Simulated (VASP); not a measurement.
# Cd (Pm-3m) in VASP: a series of runs

Runs on Cd. Level: LDA. Tasks: single point.

Program: VASP 6.6.1. These are calculated values, not measurements. Logs are shortened: lines on timing, memory, paths and dates and some standing lists are left out, and cuts for length are marked.

## Step 1: The cell of the first run

Symmetry: Pm-3m, No. 221, cubic system. Conventional cell: a = 2.890 Å, b = 2.890 Å, c = 2.890 Å, α = 90.00°, β = 90.00°, γ = 90.00°. Within 3.8 Å of Cd (site symmetry m-3m) lie 6 Cd at 2.89 Å.

## Step 2: Single point, LDA (volume scaled by 1.04)

Input file INCAR:

```
PREC     = Accurate       # precision mode
ENCUT    = 520            # plane-wave cutoff, eV
EDIFF    = 1E-7           # SCF threshold, eV
ISMEAR   = -1             # smearing method
SIGMA    = 0.1            # smearing width, eV
LREAL    = F              # projectors in reciprocal space
LASPH    = T              # aspherical terms in the spheres
NELM     = 100            # most SCF steps
ALGO     = Normal         # electronic algorithm
ISIF     = 2              # what is computed and relaxed
LWAVE    = F              # write WAVECAR
LCHARG   = F              # write CHGCAR
GGA      = CA             # functional
NBANDS   = 12             # bands
```

Input file KPOINTS:

```
Automatic mesh
0
Gamma
  12 12 12
```

Input file POSCAR:

```
Cd
1.0
    2.8899242277      0.0000000000      0.0000000000
    0.0000000000      2.8899242277      0.0000000000
    0.0000000000      0.0000000000      2.8899242277
Cd
1
Direct
    0.0000000000      0.0000000000      0.0000000000
```

Potentials or basis: VASP PAW LDA potentials, release 64 (Cd).

Launch:

```
$ cat potpaw_LDA.64/Cd/POTCAR > POTCAR
$ mpirun -np 1 vasp_std > vasp.out
```

OUTCAR:

```text
PREC = Accurate
   ENCUT = 520
   EDIFF = 1E-7
   ISMEAR = -1
   LREAL = F
   LASPH = T
   NELM = 100
   ISIF = 2
   GGA = CA

 ion  position               nearest neighbor table
   1  0.000  0.000  0.000-

  LATTYP: Found a simple cubic cell.
 ALAT       =     2.8899242277

  Lattice vectors:

 A1 = (   2.8899242277,   0.0000000000,   0.0000000000)
 A2 = (   0.0000000000,   2.8899242277,   0.0000000000)
 A3 = (   0.0000000000,   0.0000000000,   2.8899242277)

Analysis of symmetry for initial positions (statically):
=====================================================================
 Subroutine PRICEL returns:
 Original cell was already a primitive cell.

 Routine SETGRP: Setting up the symmetry group for a
 simple cubic supercell.

 Subroutine GETGRP returns: Found 48 space group operations
 (whereof 48 operations were pure point group operations)
 out of a pool of 48 trial point group operations.

The static configuration has the point symmetry O_h .

Analysis of symmetry for dynamics (positions and initial velocities):
=====================================================================
 Subroutine PRICEL returns:
 Original cell was already a primitive cell.

 Routine SETGRP: Setting up the symmetry group for a
 simple cubic supercell.

 Subroutine GETGRP returns: Found 48 space group operations
 (whereof 48 operations were pure point group operations)
 out of a pool of 48 trial point group operations.

The dynamic configuration has the point symmetry O_h .

 Subroutine INISYM returns: Found 48 space group operations
 (whereof 48 operations are pure point group operations),
 and found     1 'primitive' translations

----------------------------------------------------------------------------------------

                                     Primitive cell

  volume of cell :      24.1357

  direct lattice vectors                    reciprocal lattice vectors
     2.889924228  0.000000000  0.000000000     0.346029834  0.000000000  0.000000000
     0.000000000  2.889924228  0.000000000     0.000000000  0.346029834  0.000000000
     0.000000000  0.000000000  2.889924228     0.000000000  0.000000000  0.346029834

  length of vectors
     2.889924228  2.889924228  2.889924228     0.346029834  0.346029834  0.346029834

  position of ions in fractional coordinates (direct lattice)
     0.000000000  0.000000000  0.000000000

  ion indices of the primitive-cell ions
   primitive index   ion index
                 1           1

----------------------------------------------------------------------------------------

 KPOINTS: Automatic mesh

Automatic generation of k-mesh.
 Grid dimensions read from file:
 generate k-points for:   12   12   12

 Generating k-lattice:

  Cartesian coordinates                     Fractional coordinates (reciprocal lattice)
     0.028835819  0.000000000  0.000000000     0.083333333  0.000000000  0.000000000
     0.000000000  0.028835819  0.000000000     0.000000000  0.083333333  0.000000000
     0.000000000  0.000000000  0.028835819     0.000000000  0.000000000  0.083333333

  Length of vectors
     0.028835819  0.028835819  0.028835819

  Shift w.r.t. Gamma in fractional coordinates (k-lattice)
     0.000000000  0.000000000  0.000000000

 Subroutine IBZKPT returns following result:
 ===========================================

 Found     84 irreducible k-points:

 Following reciprocal coordinates:
            Coordinates               Weight
  0.000000  0.000000  0.000000      1.000000
  0.083333  0.000000  0.000000      6.000000
  0.166667  0.000000  0.000000      6.000000
  0.250000  0.000000  0.000000      6.000000
  0.333333  0.000000  0.000000      6.000000
  0.416667  0.000000  0.000000      6.000000
[... 16 lines left out ...]
  0.333333  0.333333  0.000000     12.000000
  0.416667  0.333333  0.000000     24.000000
 [... further k-points ...]
   k-points           NKPTS =     84   k-points in BZ     NKDIM =     84   number of bands    NBANDS=     12
   number of dos      NEDOS =    301   number of ions     NIONS =      1
   total plane-waves  NPLWV =  13824
   dimension x,y,z NGX =    24 NGY =   24 NGZ =   24
   dimension x,y,z NGXF=    48 NGYF=   48 NGZF=   48
   ions per type =               1
   NGX,Y,Z   is equivalent  to a cutoff of  13.81, 13.81, 13.81 a.u.
   NGXF,Y,Z  is equivalent  to a cutoff of  27.61, 27.61, 27.61 a.u.
 SYSTEM =  unknown system
   PREC   = accura    normal or accurate (medium, high low for compatibility)
   ISTART =      0    job   : 0-new  1-cont  2-samecut
   ICHARG =      2    charge: 1-file 2-atom 10-const
   ISPIN  =      1    spin polarized calculation?
   LNONCOLLINEAR =      F non collinear calculations
   LSORBIT =      F    spin-orbit coupling
   LASPH  =      T    aspherical Exc in radial PAW
   ENCUT  =  520.0 eV  38.22 Ry    6.18 a.u.   5.37  5.37  5.37*2*pi/ulx,y,z
   NELM   =    100;   NELMIN=  2; NELMDL= -5     # of ELM steps
   EDIFF  = 0.1E-06   stopping-criterion for ELM
   LREAL  =      F    real-space projection
   EDIFFG = 0.1E-05   stopping-criterion for IOM
   NSW    =      0    number of steps for IOM
   IBRION =     -1    ionic relax: 0-MD 1-quasi-New 2-CG
   NFREE  =      0    steps in history (QN), initial steepest desc. (CG)
   ISIF   =      2    stress and relaxation
   ISYM   =      2    0-nonsym 1-usesym 2-fastsym
   POTIM  = 0.5000    time-step for ionic-motion
   TEBEG  =    0.0;   TEEND  =   0.0 temperature during run
   PSTRESS=    0.0 pullay stress
   NELECT =      12.0000    total number of electrons
   NUPDOWN=      -1.0000    fix difference up-down
   EMIN   =  10.00;   EMAX   =-10.00  energy-range for DOS
   EFERMI =   0.00;   METHOD = LEGACY
   ISMEAR =    -1;   SIGMA  =   0.10  broadening in eV -4-tet -1-fermi 0-gaus
   EFERMI_NEDOS =   21; number of points for ismear=-14 and -15
   IALGO  =     38    algorithm
   IMIX   =      4    mixing-type and parameters
     AMIX     =   0.40;   BMIX     =  1.00
     AMIX_MAG =   1.60;   BMIX_MAG =  1.00
  volume/ion in A,a.u.               =      24.14       162.88
  Fermi-wavevector in a.u.,A,eV,Ry     =   1.296927  2.450836 22.885259  1.682019
  Thomas-Fermi vector in A             =   2.428352
   LORBIT       =      0    0 simple, 1 ext, 2 COOP (PROOUT), +10 PAW based schemes
   GGA     = CA    functional components
   LHFCALC =     F    Hartree Fock is set to
   AEXX    =    0.0000 exact exchange contribution
   IVDW    =     0    specifies the selected vdW correction
   LEPSILON=     F    determine dielectric tensor
   LRPA    =     F    only Hartree local field effects (RPA)
 non-spin polarized calculation
  energy-cutoff  :      520.00
  volume of cell :       24.14
 maximum number of plane-waves:       672
 NGX is ok and might be reduce to    24
   NGX = 11   NGY = 11   NGZ = 11

 number of electron      11.9999994 magnetization

 Free energy of the ion-electron system (eV)
  ---------------------------------------------------
  ext. energy  EPLUGINS =         0.00000000
  ---------------------------------------------------
  free energy    TOTEN  =        -1.32849757 eV

  energy without entropy =       -1.31248636  energy(sigma->0) =       -1.32049196

 E-fermi :   1.7893     XC(G=0): -10.7110

 val. band max:        1.7348149100   @ k =   0.4167   0.1667   0.0000
 cond. band min:       1.8415263438   @ k =   0.5000   0.3333   0.2500
 fundamental gap:      0.1067114338
 Fermi energy:         1.7892983866

 k-point     1 :       0.0000    0.0000    0.0000
  band No.  band energies     occupation
      1      -7.9688      2.00000
      2      -7.9688      2.00000
      3      -6.3108      2.00000
      4      -6.3108      2.00000
      5      -6.3108      2.00000
      6      -6.3020      2.00000
      7      12.1344      0.00000
      8      12.1344      0.00000
      9      12.1344      0.00000
     10      15.9942      0.00000
     11      15.9942      0.00000
     12      16.9695      0.00000

 k-point     2 :       0.0833    0.0000    0.0000
  band No.  band energies     occupation
      1      -7.9594      2.00000
      2      -7.9056      2.00000
      3      -6.3457      2.00000
      4      -6.3457      2.00000
      5      -6.3078      2.00000
      6      -6.1630      2.00000
      7      10.6120      0.00000
      8      12.3121      0.00000
      9      12.3121      0.00000
     10      16.0307      0.00000
     11      16.5429      0.00000
     12      18.1747      0.00000

 k-point     3 :       0.1667    0.0000    0.0000
  band No.  band energies     occupation
      1      -7.9337      2.00000
      2      -7.7476      2.00000
      3      -6.4397      2.00000
      4      -6.4397      2.00000
      5      -6.2998      2.00000
      6      -5.7251      2.00000
      7       8.1365      0.00000
      8      12.8295      0.00000
      9      12.8295      0.00000
     10      16.1400      0.00000
     11      16.7606      0.00000
     12      21.1112      0.00000

 k-point     4 :       0.2500    0.0000    0.0000
  band No.  band energies     occupation
      1      -7.8982      2.00000
      2      -7.5603      2.00000
      3      -6.5650      2.00000
      4      -6.5650      2.00000
      5      -6.2888      2.00000
      6      -4.9550      2.00000
      7       5.6665      0.00000
      8      13.6411      0.00000
      9      13.6411      0.00000
     10      16.3185      0.00000
     11      16.9889      0.00000
     12      23.0807      0.00000

 k-point     5 :       0.3333    0.0000    0.0000
  band No.  band energies     occupation
      1      -7.8625      2.00000
      2      -7.3958      2.00000
      3      -6.6871      2.00000
      4      -6.6871      2.00000
      5      -6.2778      2.00000
      6      -3.8495      2.00000
      7       3.3393      0.00000
      8      14.6657      0.00000
      9      14.6657      0.00000
     10      16.5484      0.00000
     11      17.2560      0.00000
     12      21.7735      0.00000
[... 228 lines left out ...]
      1      -7.5959      2.00000
      2      -7.2712      2.00000
      3      -6.7365      2.00000
      4      -6.6900      2.00000
      5      -6.5064      2.00000
      6      -1.3068      2.00000
      7       2.3579      0.00676
      8       9.1048      0.00000
      9      12.5949      0.00000
     10      17.3906      0.00000
     11      18.1319      0.00000
     12      21.3693      0.00000

 k-point    22 :       0.5000    0.2500    0.0000
  band No.  band energies     occupation
      1      -7.5829      2.00000
      2      -7.3127      2.00000
      3      -6.7669      2.00000
      4      -6.6316      2.00000
      5      -6.5024      2.00000
      6      -0.0217      2.00000
      7       0.8220      1.99987
      8       9.9004      0.00000
      9      11.5665      0.00000
     10      18.0853      0.00000
     11      18.3534      0.00000
     12      20.8247      0.00000

 k-point    23 :       0.3333    0.3333    0.0000
  band No.  band energies     occupation
      1      -7.5692      2.00000
      2      -7.3488      2.00000
      3      -6.6433      2.00000
      4      -6.6246      2.00000
      5      -6.5534      2.00000
      6      -1.6813      2.00000
      7       4.5696      0.00000
      8       6.5088      0.00000
      9      12.3620      0.00000
     10      17.3215      0.00000
     11      18.2551      0.00000
     12      21.7592      0.00000

 k-point    24 :       0.4167    0.3333    0.0000
  band No.  band energies     occupation
      1      -7.5298      2.00000
      2      -7.4807      2.00000
      3      -6.7174      2.00000
      4      -6.6207      2.00000
      5      -6.3363      2.00000
      6      -0.4200      2.00000
      7       3.0853      0.00000
      8       6.9399      0.00000
      9      10.6593      0.00000
     10      18.5370      0.00000
     11      18.8483      0.00000
     12      21.1341      0.00000

 [... further k-points ...]
[... 5 lines left out ...]
  --------------------------------------------------------------------------------------
  -------------------------------------------------------------------------------------
  Total       -0.1905618     -0.1905618     -0.1905618     -0.0000000     -0.0000000     -0.0000000
  in kB      -12.6498977    -12.6498977    -12.6498977     -0.0000000     -0.0000000     -0.0000000
  external PRESSURE =     -12.6498977 kB  Pullay stress =       0.0000000 kB

 VOLUME and BASIS-vectors are now :
 -----------------------------------------------------------------------------
  energy-cutoff  :      520.00
  volume of cell :       24.14
      direct lattice vectors                 reciprocal lattice vectors
     2.889924228  0.000000000  0.000000000     0.346029834  0.000000000  0.000000000
     0.000000000  2.889924228  0.000000000     0.000000000  0.346029834  0.000000000
     0.000000000  0.000000000  2.889924228     0.000000000  0.000000000  0.346029834

 POSITION                                       TOTAL-FORCE (eV/Angst)
 -----------------------------------------------------------------------------------
      0.00000      0.00000      0.00000         0.000000      0.000000      0.000000
 -----------------------------------------------------------------------------------
    total drift:                                0.000000     -0.000000      0.000000

  FREE ENERGIE OF THE ION-ELECTRON SYSTEM (eV)
  ---------------------------------------------------
  free  energy   TOTEN  =        -1.3284975671 eV

  energy  without entropy=       -1.3124863620  energy(sigma->0) =       -1.32049196
```

Run time: 25 s. Hardware: 1 thread of Intel Xeon 8259CL, shared host; peak memory 0.14 GiB.

Results:

* Free energy: -1.3285 eV
* Pressure: -1.3 GPa
* Band gap on the k mesh: zero (band 6 reaches 6.51 eV, above the bottom of band 7 at -0.61 eV)

## Step 3: Single point, LDA (volume scaled by 1.08)

Input file INCAR:

```
ALGO = Normal
EDIFF = 1E-6
ENCUT = 520
GGA = CA
ISIF = 2
ISMEAR = -1
LASPH = True
LCHARG = False
LREAL = False
LWAVE = False
NBANDS = 12
NELM = 100
PREC = Accurate
SIGMA = 0.1
```

Input file KPOINTS:

```
k-points
0
Gamma
  12 12 12
```

Input file POSCAR:

```
Cd
1.0
    2.9265094308      0.0000000000      0.0000000000
    0.0000000000      2.9265094308      0.0000000000
    0.0000000000      0.0000000000      2.9265094308
Cd
1
Direct
    0.0000000000      0.0000000000      0.0000000000
```

Potentials or basis: VASP PAW LDA potentials, release 64 (Cd).

Launch:

```
$ cat potpaw_LDA.64/Cd/POTCAR > POTCAR
$ mpirun -np 1 vasp_std > vasp.out
```

Run time: 21 s. Hardware: 1 thread of Intel Xeon 8259CL, shared host; peak memory 0.14 GiB.

Results (log left out):

- Free energy: -1.3168 eV
- Pressure: -2.7 GPa
- Band gap on the k mesh: zero (band 6 reaches 6.16 eV, above the bottom of band 7 at -0.70 eV)

Levels at points of the mesh, in eV from the Fermi level:
| k point | band 3 | band 4 | band 5 | band 6 | band 7 | band 8 | band 9 | band 10 |
| --- | --- | --- | --- | --- | --- | --- | --- | --- |
| (0.00, 0.00, 0.00) | -8.08 | -8.08 | -8.08 | -7.85 | 10.11 | 10.11 | 10.11 | 13.88 |
| (0.50, 0.00, 0.00) | -8.53 | -8.53 | -8.03 | -2.69 | -2.25 | 14.10 | 14.10 | 14.91 |
| (0.50, 0.50, 0.00) | -8.46 | -8.46 | -7.67 | 1.16 | 1.16 | 2.01 | 5.95 | 18.43 |
| (0.50, 0.50, 0.50) | -9.19 | -7.64 | -7.64 | 4.61 | 4.61 | 4.61 | 7.78 | 8.64 |
